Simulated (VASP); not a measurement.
# Si in VASP: further runs

The runs below take Si through relaxation of the atoms, single point, with PBE, HSE06.

All numbers are computed with VASP 6.6.1; they aren't measurements. Logs are shortened: lines on timing, memory, paths and dates and some standing lists are left out, and cuts for length are marked.

## 1. The cell of the first run

The structure is tetragonal, space group I4_1/amd (No. 141). Conventional cell: a = 3.849 Å, b = 3.849 Å, c = 5.389 Å, α = 90.00°, β = 90.00°, γ = 90.00°. Within 3.1 Å of Si (site symmetry -4m2) lie 4 Si at 2.35 Å.

## 2. Relaxation of the atoms, PBE

File INCAR:

```
PREC = Accurate
ENCUT = 520
EDIFF = 1E-6
ISMEAR = -1
SIGMA = 0.05
LREAL = F
LASPH = T
NELM = 80
ALGO = Normal
ISIF = 2
LWAVE = F
LCHARG = F
GGA = PE
IBRION = 2
NSW = 80
EDIFFG = -0.01
```

File KPOINTS:

```
Automatic mesh
0
Gamma
  8 8 8
```

File POSCAR:

```
Si
1.0
    0.0000000000      2.7218511865      2.7218511865
    2.6946326746      0.0000000000      2.7218511865
    2.6946326746      2.7218511865      0.0000000000
Si
2
Direct
    0.5000000000      0.5000000000      0.5000000000
    0.7500000000      0.7500000000      0.7500000000
```

Potentials or basis: VASP PAW PBE potentials, release 64 (Si).

Launch:

```bash
> cat potpaw_PBE.64/Si/POTCAR > POTCAR
> mpirun -np 1 vasp_std > vasp.out
```

OUTCAR:

```text
PREC = Accurate
   ENCUT = 520
   EDIFF = 1E-6
   ISMEAR = -1
   LREAL = F
   LASPH = T
   NELM = 80
   ISIF = 2
   GGA = PE
   IBRION = 2
   NSW = 80
   EDIFFG = -0.01

 ion  position               nearest neighbor table
   1  0.500  0.500  0.500-   2 2.35   2 2.35   2 2.35   2 2.35
   2  0.750  0.750  0.750-   1 2.35   1 2.35   1 2.35   1 2.35

  LATTYP: Found a body centered tetragonal cell.
 ALAT       =     3.8492788627
 C/A-ratio  =     1.4000714267

  Lattice vectors:

 A1 = (  -2.6946326746,   0.0000000000,  -2.7218511865)
 A2 = (  -2.6946326746,   0.0000000000,   2.7218511865)
 A3 = (   2.6946326746,   2.7218511865,   0.0000000000)

Analysis of symmetry for initial positions (statically):
=====================================================================
 Subroutine PRICEL returns:
 Original cell was already a primitive cell.

 Routine SETGRP: Setting up the symmetry group for a
 body centered tetragonal supercell.

 Subroutine GETGRP returns: Found 16 space group operations
 (whereof  8 operations were pure point group operations)
 out of a pool of 16 trial point group operations.

The static configuration has the point symmetry D_2d.
 The point group associated with its full space group is D_4h.

Analysis of symmetry for dynamics (positions and initial velocities):
=====================================================================
 Subroutine PRICEL returns:
 Original cell was already a primitive cell.

 Routine SETGRP: Setting up the symmetry group for a
 body centered tetragonal supercell.

 Subroutine GETGRP returns: Found 16 space group operations
 (whereof  8 operations were pure point group operations)
 out of a pool of 16 trial point group operations.

The dynamic configuration has the point symmetry D_2d.
 The point group associated with its full space group is D_4h.

 Subroutine INISYM returns: Found 16 space group operations
 (whereof  8 operations are pure point group operations),
 and found     1 'primitive' translations

----------------------------------------------------------------------------------------

                                     Primitive cell

  volume of cell :      39.9262

  direct lattice vectors                    reciprocal lattice vectors
     0.000000000  2.721851186  2.721851186    -0.185554048  0.183698507  0.183698507
     2.694632675  0.000000000  2.721851186     0.185554048 -0.183698507  0.183698507
     2.694632675  2.721851186  0.000000000     0.185554048  0.183698507 -0.183698507

  length of vectors
[... 84 lines left out ...]
   EDIFFG = -.1E-01   stopping-criterion for IOM
   NSW    =     80    number of steps for IOM
   IBRION =      2    ionic relax: 0-MD 1-quasi-New 2-CG
   NFREE  =      1    steps in history (QN), initial steepest desc. (CG)
   ISIF   =      2    stress and relaxation
   ISYM   =      2    0-nonsym 1-usesym 2-fastsym
   POTIM  = 0.5000    time-step for ionic-motion
   TEBEG  =    0.0;   TEEND  =   0.0 temperature during run
   PSTRESS=    0.0 pullay stress
   NELECT =       8.0000    total number of electrons
   NUPDOWN=      -1.0000    fix difference up-down
   EMIN   =  10.00;   EMAX   =-10.00  energy-range for DOS
   EFERMI =   0.00;   METHOD = LEGACY
   ISMEAR =    -1;   SIGMA  =   0.05  broadening in eV -4-tet -1-fermi 0-gaus
   EFERMI_NEDOS =   21; number of points for ismear=-14 and -15
   IALGO  =     38    algorithm
   IMIX   =      4    mixing-type and parameters
     AMIX     =   0.40;   BMIX     =  1.00
     AMIX_MAG =   1.60;   BMIX_MAG =  1.00
  volume/ion in A,a.u.               =      19.96       134.72
  Fermi-wavevector in a.u.,A,eV,Ry     =   0.957970  1.810301 12.486164  0.917707
  Thomas-Fermi vector in A             =   2.087036
   LORBIT       =      0    0 simple, 1 ext, 2 COOP (PROOUT), +10 PAW based schemes
   GGA     = PE    functional components
   LHFCALC =     F    Hartree Fock is set to
   AEXX    =    0.0000 exact exchange contribution
   IVDW    =     0    specifies the selected vdW correction
   LEPSILON=     F    determine dielectric tensor
   LRPA    =     F    only Hartree local field effects (RPA)
 conjugate gradient relaxation of ions
 non-spin polarized calculation
  energy-cutoff  :      520.00
  volume of cell :       39.93
 maximum number of plane-waves:      1094
 NGX is ok and might be reduce to    30
   NGX = 15   NGY = 15   NGZ = 15

 number of electron       8.0000000 magnetization

 Free energy of the ion-electron system (eV)
  ---------------------------------------------------
  ext. energy  EPLUGINS =         0.00000000
  ---------------------------------------------------
  free energy    TOTEN  =       -10.83868242 eV

  energy without entropy =      -10.83864572  energy(sigma->0) =      -10.83866407

 E-fermi :   6.1377     XC(G=0):  -9.4199

 val. band max:        5.9032410919   @ k =   0.0000   0.0000   0.0000
 cond. band min:       6.4071051556   @ k =   0.0000   0.3750   0.3750
 fundamental gap:      0.5038640637
 Fermi energy:         6.1377451324

 k-point     1 :       0.0000    0.0000    0.0000
  band No.  band energies     occupation
      1      -6.1210      2.00000
      2       5.8331      1.99549
      3       5.8331      1.99549
      4       5.9032      1.98180
      5       8.3989      0.00000
      6       8.4356      0.00000
      7       8.4356      0.00000
      8       9.2621      0.00000
[... 243 lines left out ...]
 k-point    24 :       0.3750    0.1250    0.1250
  band No.  band energies     occupation
      1      -4.8728      2.00000
      2       1.2402      2.00000
      3       3.5806      2.00000
      4       5.0358      2.00000
      5       8.5470      0.00000
      6       9.5306      0.00000
      7       9.7572      0.00000
      8      12.1961      0.00000

 [... further k-points ...]
[... 5 lines left out ...]
  --------------------------------------------------------------------------------------
  -------------------------------------------------------------------------------------
  Total        0.7143921      0.4769465      0.4769465      0.0000000      0.0000000      0.0000000
  in kB       28.6674399     19.1391187     19.1391187      0.0000000      0.0000000      0.0000000
  external PRESSURE =      22.3152258 kB  Pullay stress =       0.0000000 kB

 VOLUME and BASIS-vectors are now :
 -----------------------------------------------------------------------------
  energy-cutoff  :      520.00
  volume of cell :       39.93
      direct lattice vectors                 reciprocal lattice vectors
     0.000000000  2.721851186  2.721851186    -0.185554048  0.183698507  0.183698507
     2.694632675  0.000000000  2.721851186     0.185554048 -0.183698507  0.183698507
     2.694632675  2.721851186  0.000000000     0.185554048  0.183698507 -0.183698507

 POSITION                                       TOTAL-FORCE (eV/Angst)
 -----------------------------------------------------------------------------------
      2.69463      2.72185      2.72185        -0.000000      0.000000      0.000000
      4.04195      4.08278      4.08278         0.000000      0.000000      0.000000
 -----------------------------------------------------------------------------------
    total drift:                               -0.000000     -0.000000     -0.000000

  FREE ENERGIE OF THE ION-ELECTRON SYSTEM (eV)
  ---------------------------------------------------
  free  energy   TOTEN  =       -10.8386824211 eV

  energy  without entropy=      -10.8386457209  energy(sigma->0) =      -10.83866407

 reached required accuracy - stopping structural energy minimisation
```

OSZICAR:

```text
N       E                     dE             d eps       ncg     rms          rms(c)
DAV:   1     0.100678391984E+02    0.10068E+02   -0.35069E+03   944   0.813E+02
DAV:   2    -0.107620047858E+02   -0.20830E+02   -0.20205E+02  1480   0.864E+01
DAV:   3    -0.110200735605E+02   -0.25807E+00   -0.25807E+00  1224   0.127E+01
DAV:   4    -0.110212310130E+02   -0.11575E-02   -0.11575E-02  1504   0.916E-01
DAV:   5    -0.110212317905E+02   -0.77756E-06   -0.77771E-06  1264   0.222E-02    0.490E+00
DAV:   6    -0.108948205084E+02    0.12641E+00   -0.83831E-02  1136   0.152E+00    0.300E+00
DAV:   7    -0.108373885198E+02    0.57432E-01   -0.15806E-01  1208   0.222E+00    0.194E-01
DAV:   8    -0.108384647895E+02   -0.10763E-02   -0.40498E-03  1120   0.484E-01    0.743E-02
DAV:   9    -0.108386565609E+02   -0.19177E-03   -0.18572E-04  1344   0.109E-01    0.574E-02
DAV:  10    -0.108386827185E+02   -0.26158E-04   -0.31250E-05  1096   0.420E-02    0.957E-03
DAV:  11    -0.108386824211E+02    0.29739E-06   -0.60748E-07  1408   0.557E-03
   1 F= -.10838682E+02 E0= -.10838664E+02  d E =-.108387E+02
```

CONTCAR:

```text
Si
   1.00000000000000
     0.0000000000000000    2.7218511864999999    2.7218511864999999
     2.6946326746000002    0.0000000000000000    2.7218511864999999
     2.6946326746000002    2.7218511864999999    0.0000000000000000
  Si
     2
Direct
     0.5000000000000000    0.5000000000000000    0.5000000000000000
     0.7500000000000000    0.7500000000000000    0.7500000000000000

  0.00000000E+00  0.00000000E+00  0.00000000E+00
  0.00000000E+00  0.00000000E+00  0.00000000E+00
```

Run time: 14 s. Hardware: 1 thread of Intel Xeon Platinum 8375C at 2.90GHz (Ice Lake), shared host; peak memory 0.15 GiB.

Results:

```yaml
Free_energy: -10.8387 eV
Pressure_after_relaxing: 2.2 GPa
Band_gap_on_the_k_mesh: 0.50 eV, indirect (least direct gap 2.50 eV)
```

Final structure:
```cif
data_structure
_symmetry_space_group_name_H-M 'P 1'
_symmetry_Int_Tables_number 1
_cell_length_a 3.8493
_cell_length_b 3.8301
_cell_length_c 3.8301
_cell_angle_alpha 60.332
_cell_angle_beta 59.834
_cell_angle_gamma 59.834
_cell_volume 39.93
loop_
_atom_site_label
_atom_site_type_symbol
_atom_site_fract_x
_atom_site_fract_y
_atom_site_fract_z
_atom_site_occupancy
Si1 Si 0.50000 0.50000 0.50000 1
Si2 Si 0.75000 0.75000 0.75000 1
```

Levels at points of the mesh, in eV from the valence-band top:
| k point | band 2 | band 3 | band 4 | band 5 | band 6 | band 7 |
| --- | --- | --- | --- | --- | --- | --- |
| (0.00, 0.00, 0.00) | -0.07 | -0.07 | 0.00 | 2.50 | 2.53 | 2.53 |
| (0.50, 0.00, 0.00) | -7.03 | -1.29 | -1.20 | 1.50 | 3.25 | 3.34 |
| (0.50, 0.50, 0.00) | -7.89 | -2.88 | -2.88 | 0.68 | 0.68 | 10.08 |
| (0.00, 0.50, 0.50) | -7.83 | -2.95 | -2.95 | 0.60 | 0.60 | 10.08 |

Caveat: the relaxation stopped at its first step, so nothing moved. A k mesh can miss the band edges.

[end of part 1 of 2]
